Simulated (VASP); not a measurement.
# SiO2 (P4_12_12) in VASP: a series of runs

The runs below take SiO2 through relaxation of shape and atoms at fixed volume, with PBE.

All numbers are computed with VASP 6.6.1; they aren't measurements. Logs are shortened: lines on timing, memory, paths and dates and some standing lists are left out, and cuts for length are marked.

## (1) The cell of the first run

It takes space group P4_12_12 (No. 92, tetragonal). The conventional cell has a = 5.134 Å, b = 5.134 Å, c = 7.171 Å, α = 90.00°, β = 90.00°, γ = 90.00°. Within 2.2 Å of Si (site symmetry 2) lie 4 O at 1.64 Å. O (site symmetry 1) has 2 Si at 1.64 Å within 2.2 Å.

## (2) Relaxation of shape and atoms at fixed volume, PBE (15.75 Å³/atom)

Contents of INCAR:

```
SYSTEM = SiO2
PREC = Accurate
ENCUT = 600
EDIFF = 1E-6
ISMEAR = 0
SIGMA = 0.02
LREAL = .False.
LASPH = .True.
NELM = 60
ALGO = Normal
ISIF = 4
LWAVE = .False.
LCHARG = .False.
GGA = PE
IBRION = 2
NSW = 50
EDIFFG = -0.01
LUSENCCL = .False.
```

Contents of KPOINTS:

```
regular mesh
0
Gamma
  6 6 4
  0 0 0
```

Contents of POSCAR:

```
SiO2
1.0
    5.1340368756      0.0000000000      0.0000000000
    0.0000000000      5.1340368756      0.0000000000
    0.0000000000      0.0000000000      7.1711868531
Si O
4 8
Direct
    0.2938575611      0.2938575611      0.0000000000
    0.2061424389      0.7938575611      0.2500000000
    0.7061424389      0.7061424389      0.5000000000
    0.7938575611      0.2061424389      0.7500000000
    0.2411800971      0.0934526146      0.1742257763
    0.4065473854      0.7411800971      0.4242257763
    0.7588199029      0.9065473854      0.6742257763
    0.5934526146      0.2588199029      0.9242257763
    0.7411800971      0.4065473854      0.5757742237
    0.9065473854      0.7588199029      0.3257742237
    0.2588199029      0.5934526146      0.0757742237
    0.0934526146      0.2411800971      0.8257742237
```

Potentials or basis: VASP PAW PBE potentials, release 64 (Si, O).

Started as:

```
cat potpaw_PBE.64/Si/POTCAR potpaw_PBE.64/O/POTCAR > POTCAR
mpirun -np 1 vasp_std > vasp.out
```

OUTCAR:

```text
SYSTEM = SiO2
   PREC = Accurate
   ENCUT = 600
   EDIFF = 1E-6
   ISMEAR = 0
   LREAL = .False.
   LASPH = .True.
   NELM = 60
   ISIF = 4
   GGA = PE
   IBRION = 2
   NSW = 50
   EDIFFG = -0.01

 ion  position               nearest neighbor table
   1  0.294  0.294  0.000-   5 1.64  12 1.64  11 1.64   8 1.64
   2  0.206  0.794  0.250-   6 1.64  11 1.64  10 1.64   5 1.64
   3  0.706  0.706  0.500-   7 1.64  10 1.64   9 1.64   6 1.64
   4  0.794  0.206  0.750-   8 1.64   9 1.64   7 1.64  12 1.64
   5  0.241  0.093  0.174-   1 1.64   2 1.64
   6  0.407  0.741  0.424-   2 1.64   3 1.64
   7  0.759  0.907  0.674-   3 1.64   4 1.64
   8  0.593  0.259  0.924-   4 1.64   1 1.64
   9  0.741  0.407  0.576-   4 1.64   3 1.64
  10  0.907  0.759  0.326-   3 1.64   2 1.64
  11  0.259  0.593  0.076-   2 1.64   1 1.64
  12  0.093  0.241  0.826-   1 1.64   4 1.64

  LATTYP: Found a simple tetragonal cell.
 ALAT       =     5.1340368756
 C/A-ratio  =     1.3967930163

  Lattice vectors:

 A1 = (   5.1340368756,   0.0000000000,   0.0000000000)
 A2 = (   0.0000000000,   5.1340368756,   0.0000000000)
 A3 = (   0.0000000000,   0.0000000000,   7.1711868531)

Analysis of symmetry for initial positions (statically):
=====================================================================
 Subroutine PRICEL returns:
 Original cell was already a primitive cell.

 Routine SETGRP: Setting up the symmetry group for a
 simple tetragonal supercell.

 Subroutine GETGRP returns: Found  8 space group operations
 (whereof  2 operations were pure point group operations)
 out of a pool of 16 trial point group operations.

The static configuration has the point symmetry C_2 .
 The point group associated with its full space group is D_4 .

Analysis of symmetry for dynamics (positions and initial velocities):
=====================================================================
 Subroutine PRICEL returns:
 Original cell was already a primitive cell.

 Routine SETGRP: Setting up the symmetry group for a
 simple tetragonal supercell.

 Subroutine GETGRP returns: Found  8 space group operations
 (whereof  2 operations were pure point group operations)
 out of a pool of 16 trial point group operations.

The dynamic configuration has the point symmetry C_2 .
 The point group associated with its full space group is D_4 .

 Subroutine INISYM returns: Found  8 space group operations
 (whereof  2 operations are pure point group operations),
 and found     1 'primitive' translations

----------------------------------------------------------------------------------------

                                     Primitive cell

  volume of cell :     189.0205

  direct lattice vectors                    reciprocal lattice vectors
     5.134036876  0.000000000  0.000000000     0.194778500  0.000000000  0.000000000
     0.000000000  5.134036876  0.000000000     0.000000000  0.194778500  0.000000000
     0.000000000  0.000000000  7.171186853     0.000000000  0.000000000  0.139446931

  length of vectors
     5.134036876  5.134036876  7.171186853     0.194778500  0.194778500  0.139446931

  position of ions in fractional coordinates (direct lattice)
     0.293857561  0.293857561  0.000000000
     0.206142439  0.793857561  0.250000000
     0.706142439  0.706142439  0.500000000
     0.793857561  0.206142439  0.750000000
     0.241180097  0.093452615  0.174225776
     0.406547385  0.741180097  0.424225776
     0.758819903  0.906547385  0.674225776
     0.593452615  0.258819903  0.924225776
     0.741180097  0.406547385  0.575774224
     0.906547385  0.758819903  0.325774224
     0.258819903  0.593452615  0.075774224
     0.093452615  0.241180097  0.825774224

  ion indices of the primitive-cell ions
   primitive index   ion index
                 1           1
                 2           2
                 3           3
                 4           4
                 5           5
                 6           6
                 7           7
                 8           8
                 9           9
                10          10
                11          11
                12          12

----------------------------------------------------------------------------------------

 KPOINTS: regular mesh

Automatic generation of k-mesh.
 Grid dimensions read from file:
 generate k-points for:    6    6    4

 Generating k-lattice:

  Cartesian coordinates                     Fractional coordinates (reciprocal lattice)
     0.032463083  0.000000000  0.000000000     0.166666667  0.000000000  0.000000000
     0.000000000  0.032463083  0.000000000     0.000000000  0.166666667  0.000000000
     0.000000000  0.000000000  0.034861733     0.000000000  0.000000000  0.250000000

  Length of vectors
     0.032463083  0.032463083  0.034861733

  Shift w.r.t. Gamma in fractional coordinates (k-lattice)
     0.000000000  0.000000000  0.000000000

 Subroutine IBZKPT returns following result:
 ===========================================

 Found     30 irreducible k-points:

 Following reciprocal coordinates:
            Coordinates               Weight
  0.000000  0.000000  0.000000      1.000000
  0.166667  0.000000  0.000000      4.000000
  0.333333  0.000000  0.000000      4.000000
  0.500000  0.000000  0.000000      2.000000
  0.166667  0.166667  0.000000      4.000000
  0.333333  0.166667  0.000000      8.000000
[... 16 lines left out ...]
  0.333333  0.000000  0.500000      4.000000
  0.500000  0.000000  0.500000      2.000000
 [... further k-points ...]
   k-points           NKPTS =     30   k-points in BZ     NKDIM =     30   number of bands    NBANDS=     39
   number of dos      NEDOS =    301   number of ions     NIONS =     12
   total plane-waves  NPLWV = 105840
   dimension x,y,z NGX =    42 NGY =   42 NGZ =   60
   dimension x,y,z NGXF=    84 NGYF=   84 NGZF=  120
   ions per type =               4   8
   NGX,Y,Z   is equivalent  to a cutoff of  13.60, 13.60, 13.91 a.u.
   NGXF,Y,Z  is equivalent  to a cutoff of  27.20, 27.20, 27.82 a.u.
 SYSTEM =  SiO2
   PREC   = accura    normal or accurate (medium, high low for compatibility)
   ISTART =      0    job   : 0-new  1-cont  2-samecut
   ICHARG =      2    charge: 1-file 2-atom 10-const
   ISPIN  =      1    spin polarized calculation?
   LNONCOLLINEAR =      F non collinear calculations
   LSORBIT =      F    spin-orbit coupling
   LASPH  =      T    aspherical Exc in radial PAW
   ENCUT  =  600.0 eV  44.10 Ry    6.64 a.u.  10.25 10.25 14.32*2*pi/ulx,y,z
   NELM   =     60;   NELMIN=  2; NELMDL= -5     # of ELM steps
   EDIFF  = 0.1E-05   stopping-criterion for ELM
   LREAL  =      F    real-space projection
   EDIFFG = -.1E-01   stopping-criterion for IOM
   NSW    =     50    number of steps for IOM
   IBRION =      2    ionic relax: 0-MD 1-quasi-New 2-CG
   NFREE  =      1    steps in history (QN), initial steepest desc. (CG)
   ISIF   =      4    stress and relaxation
   ISYM   =      2    0-nonsym 1-usesym 2-fastsym
   POTIM  = 0.5000    time-step for ionic-motion
   TEBEG  =    0.0;   TEEND  =   0.0 temperature during run
   PSTRESS=    0.0 pullay stress
   NELECT =      64.0000    total number of electrons
   NUPDOWN=      -1.0000    fix difference up-down
   EMIN   =  10.00;   EMAX   =-10.00  energy-range for DOS
   EFERMI =   0.00;   METHOD = LEGACY
   ISMEAR =     0;   SIGMA  =   0.02  broadening in eV -4-tet -1-fermi 0-gaus
   EFERMI_NEDOS =   21; number of points for ismear=-14 and -15
   IALGO  =     38    algorithm
   IMIX   =      4    mixing-type and parameters
     AMIX     =   0.40;   BMIX     =  1.00
     AMIX_MAG =   1.60;   BMIX_MAG =  1.00
  volume/ion in A,a.u.               =      15.75       106.30
  Fermi-wavevector in a.u.,A,eV,Ry     =   1.141034  2.156241 17.714214  1.301958
  Thomas-Fermi vector in A             =   2.277735
   LORBIT       =      0    0 simple, 1 ext, 2 COOP (PROOUT), +10 PAW based schemes
   GGA     = PE    functional components
   LHFCALC =     F    Hartree Fock is set to
   AEXX    =    0.0000 exact exchange contribution
   IVDW    =     0    specifies the selected vdW correction
   LEPSILON=     F    determine dielectric tensor
   LRPA    =     F    only Hartree local field effects (RPA)
 conjugate gradient relaxation of ions
 non-spin polarized calculation
 Gauss-broadening in eV      SIGMA  =   0.02
  energy-cutoff  :      600.00
  volume of cell :      189.02
 maximum number of plane-waves:      6340
 NGX is ok and might be reduce to    42
   NGX = 21   NGY = 21   NGZ = 29

--------------------------------------- Ionic step        1  -------------------------------------------

 number of electron      63.9999998 magnetization

 Free energy of the ion-electron system (eV)
  ---------------------------------------------------
  ext. energy  EPLUGINS =         0.00000000
  ---------------------------------------------------
  free energy    TOTEN  =       -94.91286985 eV

  energy without entropy =      -94.91286985  energy(sigma->0) =      -94.91286985

------------------------ aborting loop because EDIFF is reached ----------------------------------------

  FORCE on cell =-STRESS in cart. coord.  units (eV):
  Direction    XX          YY          ZZ          XY          YZ          ZX
  --------------------------------------------------------------------------------------
  -------------------------------------------------------------------------------------
  Total       -5.3000942     -5.3000942     -5.3671376      0.0000000      0.0000000      0.0000000
  in kB      -44.9246977    -44.9246977    -45.4929714      0.0000000      0.0000000      0.0000000
  external PRESSURE =     -45.1141223 kB  Pullay stress =       0.0000000 kB
[... 119 lines left out ...]
  FREE ENERGIE OF THE ION-ELECTRON SYSTEM (eV)
  ---------------------------------------------------
  free  energy   TOTEN  =       -94.9607122612 eV

  energy  without entropy=      -94.9607122612  energy(sigma->0) =      -94.96071226

[... ionic steps 4 to 15 ...]

--------------------------------------- Ionic step       16  -------------------------------------------

 number of electron      64.0000010 magnetization

------------------------ aborting loop because EDIFF is reached ----------------------------------------
[... 87 lines left out ...]
--------------------------------------- Ionic step       18  -------------------------------------------

 number of electron      64.0000010 magnetization

 Free energy of the ion-electron system (eV)
  ---------------------------------------------------
  ext. energy  EPLUGINS =         0.00000000
  ---------------------------------------------------
  free energy    TOTEN  =       -94.98412113 eV

  energy without entropy =      -94.98412113  energy(sigma->0) =      -94.98412113

 E-fermi :  -0.3454     XC(G=0):  -7.9349

 val. band max:       -0.4803342315   @ k =   0.0000   0.0000   0.0000
 cond. band min:       4.9909636552   @ k =   0.0000   0.0000   0.0000
 fundamental gap:      5.4712978866
 Fermi energy:        -0.3454151458

 k-point     1 :       0.0000    0.0000    0.0000
  band No.  band energies     occupation
      1     -19.7843      2.00000
      2     -18.9345      2.00000
      3     -18.9345      2.00000
      4     -17.8134      2.00000
      5     -17.7948      2.00000
      6     -17.7941      2.00000
[... 997 lines left out ...]
     38       8.4903      0.00000
     39       9.5131      0.00000

 [... further k-points ...]

------------------------ aborting loop because EDIFF is reached ----------------------------------------

  FORCE on cell =-STRESS in cart. coord.  units (eV):
  Direction    XX          YY          ZZ          XY          YZ          ZX
  --------------------------------------------------------------------------------------
  -------------------------------------------------------------------------------------
  Total       -0.6981881     -0.6981881     -0.7116768     -0.0000000      0.0000000      0.0000000
  in kB       -5.9179869     -5.9179869     -6.0323202     -0.0000000      0.0000000      0.0000000
  external PRESSURE =      -5.9560980 kB  Pullay stress =       0.0000000 kB
[... 27 lines left out ...]
  FREE ENERGIE OF THE ION-ELECTRON SYSTEM (eV)
  ---------------------------------------------------
  free  energy   TOTEN  =       -94.9841211333 eV

  energy  without entropy=      -94.9841211333  energy(sigma->0) =      -94.98412113

 reached required accuracy - stopping structural energy minimisation
```

It took 4.8 min on 1 × NVIDIA H100 80GB with 1 thread of AMD EPYC 7R13 (Zen 3), shared host; peak memory 1.4 GiB.

What came out:

* Free energy: -94.9841 eV
* Energy gained by relaxing: 5.9 meV/atom
* Ionic steps: 18
* Pressure after relaxing: -0.6 GPa
* Largest force after relaxing: 0.007 eV/Å
* Band gap on the k mesh: 5.47 eV

Forces on the atoms (eV/Å):
```
Si  -0.005 -0.005  0.000
Si   0.005 -0.005  0.000
Si   0.005  0.005  0.000
Si  -0.005  0.005  0.000
O   -0.001 -0.001 -0.002
O    0.001 -0.001 -0.002
O    0.001  0.001 -0.002
O   -0.001  0.001 -0.002
O   -0.001  0.001  0.002
O    0.001  0.001  0.002
O    0.001 -0.001  0.002
O   -0.001 -0.001  0.002
```

Step by step:
| step | energy change (eV) | largest force (eV/Å) | pressure (GPa) | volume (Å³) |
| --- | --- | --- | --- | --- |
| 1 | 0.0000 | 0.2663 | -4.51 | 189.02 |
| 2 | -0.0234 | 0.1922 | -3.79 | 189.02 |
| 3 | -0.0478 | 0.1531 | -2.06 | 189.02 |
| 4 | -0.0588 | 0.3198 | -1.51 | 189.02 |
| 5 | -0.0591 | 0.3486 | -1.42 | 189.02 |
| 6 | -0.0634 | 0.2684 | -1.28 | 189.02 |
| 7 | -0.0698 | 0.0279 | -0.86 | 189.02 |
| 8 | -0.0699 | 0.0243 | -0.79 | 189.02 |
| 9 | -0.0700 | 0.0232 | -0.78 | 189.02 |
| 10 | -0.0704 | 0.0246 | -0.74 | 189.02 |
| 11 | -0.0708 | 0.0382 | -0.67 | 189.02 |
| 12 | -0.0706 | 0.0780 | -0.53 | 189.02 |
| 13 | -0.0709 | 0.0501 | -0.62 | 189.02 |
| 14 | -0.0711 | 0.0251 | -0.61 | 189.02 |
| 15 | -0.0711 | 0.0210 | -0.60 | 189.02 |
| 16 | -0.0711 | 0.0195 | -0.60 | 189.02 |
| 17 | -0.0712 | 0.0152 | -0.60 | 189.02 |
| 18 | -0.0713 | 0.0067 | -0.60 | 189.02 |

Final structure:
```cif
data_structure
_symmetry_space_group_name_H-M 'P 1'
_symmetry_Int_Tables_number 1
_cell_length_a 5.1285
_cell_length_b 5.1285
_cell_length_c 7.1866
_cell_angle_alpha 90.000
_cell_angle_beta 90.000
_cell_angle_gamma 90.000
_cell_volume 189.02
loop_
_atom_site_label
_atom_site_type_symbol
_atom_site_fract_x
_atom_site_fract_y
_atom_site_fract_z
_atom_site_occupancy
Si1 Si 0.28869 0.28869 0.00000 1
Si2 Si 0.21131 0.78869 0.25000 1
Si3 Si 0.71131 0.71131 0.50000 1
Si4 Si 0.78869 0.21131 0.75000 1
O1 O 0.24314 0.08239 0.16843 1
O2 O 0.41761 0.74314 0.41843 1
O3 O 0.75686 0.91761 0.66843 1
O4 O 0.58239 0.25686 0.91843 1
O5 O 0.74314 0.41761 0.58157 1
O6 O 0.91761 0.75686 0.33157 1
O7 O 0.25686 0.58239 0.08157 1
O8 O 0.08239 0.24314 0.83157 1
```

## (3) Relaxation of shape and atoms at fixed volume, PBE (16.21 Å³/atom)

This run uses another cell than the first one, of 16.21 Å³/atom.

Contents of INCAR:

```
SYSTEM = SiO2
  ALGO = Normal
  EDIFF = 1E-6
  EDIFFG = -0.01
  ENCUT = 600
  GGA = PE
  IBRION = 2
  ISIF = 4
  ISMEAR = 0
  LASPH = .True.
  LCHARG = .False.
  LREAL = .False.
  LUSENCCL = .False.
  LWAVE = .False.
  NELM = 100
  NSW = 50
  PREC = Accurate
  SIGMA = 0.02
```

Contents of KPOINTS:

```
k-points
0
Gamma
  6 6 4
  0 0 0
```

Contents of POSCAR:

```
SiO2
1.0
    5.1784125315      0.0000000000      0.0000000000
    0.0000000000      5.1784125315      0.0000000000
    0.0000000000      0.0000000000      7.2541136715
Si O
4 8
Direct
    0.2883800807      0.2883800807      0.0000000000
    0.2116199193      0.7883800807      0.2500000000
    0.7116199193      0.7116199193      0.5000000000
    0.7883800807      0.2116199193      0.7500000000
    0.2433112712      0.0822202338      0.1685883185
    0.4177797662      0.7433112712      0.4185883185
    0.7566887288      0.9177797662      0.6685883185
    0.5822202338      0.2566887288      0.9185883185
    0.7433112712      0.4177797662      0.5814116815
    0.9177797662      0.7566887288      0.3314116815
    0.2566887288      0.5822202338      0.0814116815
    0.0822202338      0.2433112712      0.8314116815
```

Potentials or basis: VASP PAW PBE potentials, release 64 (Si, O).

Started as:

```
cat potpaw_PBE.64/Si/POTCAR potpaw_PBE.64/O/POTCAR > POTCAR
mpirun -np 1 vasp_std > vasp.out
```

Run time: 5.4 min. Hardware: 1 × NVIDIA H100 80GB with 1 thread of AMD EPYC 7R13 (Zen 3), shared host; peak memory 1.4 GiB.

Results (log left out):

| Item | Value |
| --- | --- |
| Free energy | -94.9706 eV |
| Energy gained by relaxing | 5.7 meV/atom |
| Ionic steps | 20 |
| Pressure after relaxing | -1.1 GPa |
| Largest force after relaxing | 0.009 eV/Å |
| Band gap on the k mesh | 5.43 eV |

Forces on the atoms (eV/Å):
```
Si  -0.001 -0.001  0.000
Si   0.001 -0.001  0.000
Si   0.001  0.001  0.000
Si  -0.001  0.001  0.000
O   -0.003 -0.008 -0.002
O    0.008 -0.003 -0.002
O    0.003  0.008 -0.002
O   -0.008  0.003 -0.002
O   -0.003  0.008  0.002
O    0.008  0.003  0.002
O    0.003 -0.008  0.002
O   -0.008 -0.003  0.002
```

The path:
| step | energy change (eV) | largest force (eV/Å) | pressure (GPa) | volume (Å³) |
| --- | --- | --- | --- | --- |
| 1 | 0.0000 | 0.2319 | -4.73 | 194.53 |
| 2 | -0.0182 | 0.1776 | -4.18 | 194.53 |
| 3 | -0.0429 | 0.1404 | -2.59 | 194.53 |
| 4 | -0.0529 | 0.3668 | -2.03 | 194.53 |
| 5 | -0.0529 | 0.3605 | -2.04 | 194.53 |
| 6 | -0.0574 | 0.2944 | -1.90 | 194.53 |
| 7 | -0.0655 | 0.0945 | -1.50 | 194.53 |
| 8 | -0.0575 | 0.3118 | -0.65 | 194.53 |
| 9 | -0.0665 | 0.0314 | -1.27 | 194.53 |
| 10 | -0.0668 | 0.0276 | -1.26 | 194.53 |
| 11 | -0.0673 | 0.0425 | -1.23 | 194.53 |
| 12 | -0.0672 | 0.1061 | -1.16 | 194.53 |
| 13 | -0.0674 | 0.0673 | -1.20 | 194.53 |
| 14 | -0.0676 | 0.0565 | -1.19 | 194.53 |
| 15 | -0.0679 | 0.0250 | -1.16 | 194.53 |
| 16 | -0.0679 | 0.0252 | -1.15 | 194.53 |
| 17 | -0.0679 | 0.0241 | -1.15 | 194.53 |
| 18 | -0.0680 | 0.0210 | -1.14 | 194.53 |
| 19 | -0.0681 | 0.0147 | -1.13 | 194.53 |
| 20 | -0.0682 | 0.0090 | -1.10 | 194.53 |

Final structure:
```cif
data_structure
_symmetry_space_group_name_H-M 'P 1'
_symmetry_Int_Tables_number 1
_cell_length_a 5.1740
_cell_length_b 5.1740
_cell_length_c 7.2664
_cell_angle_alpha 90.000
_cell_angle_beta 90.000
_cell_angle_gamma 90.000
_cell_volume 194.53
loop_
_atom_site_label
_atom_site_type_symbol
_atom_site_fract_x
_atom_site_fract_y
_atom_site_fract_z
_atom_site_occupancy
Si1 Si 0.28285 0.28285 0.00000 1
Si2 Si 0.21715 0.78285 0.25000 1
Si3 Si 0.71715 0.71715 0.50000 1
Si4 Si 0.78285 0.21715 0.75000 1
O1 O 0.24499 0.07036 0.16232 1
O2 O 0.42964 0.74499 0.41232 1
O3 O 0.75501 0.92964 0.66232 1
O4 O 0.57036 0.25501 0.91232 1
O5 O 0.74499 0.42964 0.58768 1
O6 O 0.92964 0.75501 0.33768 1
O7 O 0.25501 0.57036 0.08768 1
O8 O 0.07036 0.24499 0.83768 1
```

Levels at points of the mesh, in eV from the valence-band top:
```csv
k point,band 28,band 29,band 30,band 31,band 32,band 33,band 34,band 35,band 36,band 37
"(0.00, 0.00, 0.00)",-0.95,-0.65,-0.15,-0.15,0.00,5.43,8.50,8.50,8.68,8.68
"(0.50, 0.00, 0.00)",-1.05,-0.66,-0.66,-0.37,-0.37,7.33,7.33,8.99,8.99,9.13
"(0.50, 0.50, 0.00)",-1.34,-0.61,-0.61,-0.59,-0.59,8.37,8.37,8.43,8.43,9.89
"(0.00, 0.00, 0.50)",-0.59,-0.44,-0.44,-0.40,-0.40,6.54,6.54,9.04,9.04,9.37
"(0.50, 0.00, 0.50)",-0.95,-0.93,-0.93,-0.10,-0.10,7.54,7.54,8.44,8.44,8.85
"(0.50, 0.50, 0.50)",-1.34,-0.70,-0.70,-0.70,-0.70,8.90,8.90,8.90,8.90,9.29
```

A k mesh can miss the band edges.

[end of part 1 of 2]
